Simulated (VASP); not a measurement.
Input of a VASP 6.6.1 run:

INCAR

```
SYSTEM = As
  ALGO = Normal
  EDIFF = 1E-6
  ENCUT = 520
  GGA = CA
  ISIF = 2
  ISMEAR = -1
  LASPH = .TRUE.
  LCHARG = .FALSE.
  LREAL = .FALSE.
  LWAVE = .FALSE.
  NBANDS = 12
  NELM = 60
  PREC = Accurate
  SIGMA = 0.05
```

KPOINTS

```
k-points
0
G
  9 9 9
  0 0 0
```

The input POSCAR:

```
As
1.0
    1.8932528703      1.0930700543      3.5373346065
   -1.8932528703      1.0930700543      3.5373346065
    0.0000000000     -2.1861401086      3.5373346065
As
2
Direct
    0.2260000000      0.2260000000      0.2260000000
    0.7740000000      0.7740000000      0.7740000000
```

Potentials or basis: VASP PAW LDA potentials, release 64 (As).

Run with:

```bash
$ cat potpaw_LDA.64/As/POTCAR > POTCAR
$ mpirun -np 1 vasp_std > vasp.out
```

Question: What does it give for the band gap on the k mesh?

Answer: Zero (band 5 reaches 5.18 eV, above the bottom of band 6 at 5.09 eV).

Question: Predict the pressure.

Answer: -2.4 GPa.

Question: Estimate the largest force.

Answer: 0.200 eV/Å.

Forces on the atoms (eV/Å):
```
As   0.000  0.000  0.200
As   0.000  0.000 -0.200
```
